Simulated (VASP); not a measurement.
## TeMo2: single point with PBE

The system is TeMo2.

```
Te Mo
1.0
     3.36366    0.00000    0.00000
     0.00000    3.36366    0.00000
     0.00000    0.00000    5.37862
Te Mo
1 2
Direct
  0.00000 0.00000 0.00000
  0.50000 0.50000 0.70649
  0.50000 0.50000 0.29351
```

```json
{
  "Program": "VASP 6.6.1",
  "Task": "single point",
  "Functional": "PBE",
  "Potentials or basis": "VASP PAW PBE potentials, release 64 (Te, Mo_sv)",
  "Cutoff": "500 eV",
  "k mesh": "6 × 6 × 3",
  "Occupations": "gaussian, width 0.2 eV",
  "Spin": "no spin polarisation",
  "Dipole correction": "no",
  "Further INCAR settings": "ALGO = Normal; EDIFF = 1e-06; NBANDS = 24"
}
```

```
Pressure               : 0.4 GPa
Largest force          : 0.160 eV/Å
Band gap on the k mesh : zero (band 17 reaches 11.20 eV, above the bottom of band 18 at 9.75 eV)
```

Forces in eV/Å, atoms in the order of the input:
```
Te   0.000  0.000  0.000
Mo   0.000  0.000  0.160
Mo   0.000  0.000 -0.160
```

Stress tensor (GPa, compression positive):
```
0.10 0.00 0.00
0.00 0.10 0.00
0.00 0.00 0.90
```

Levels at points of the mesh, in eV from the Fermi level:
```tsv
k point	band 14	band 15	band 16	band 17	band 18	band 19	band 20	band 21
(0.00, 0.00, 0.00)	-3.12	-1.79	-1.40	0.22	1.08	1.11	1.11	2.23
(0.50, 0.00, 0.00)	-2.66	-2.16	-1.59	-0.12	0.02	2.36	2.75	2.96
(0.50, 0.50, 0.00)	-1.54	-1.54	-1.03	0.74	0.74	1.37	2.13	2.73
```

Run time: 25 s on 1 thread of Intel(R) Xeon(R) Platinum 8559C (Emerald Rapids) (shared host), peak memory 0.18 GiB.

Caveat: the k points lie up to 0.39 Å⁻¹ apart; spin-orbit coupling is left out, which moves the levels of the heavy elements.
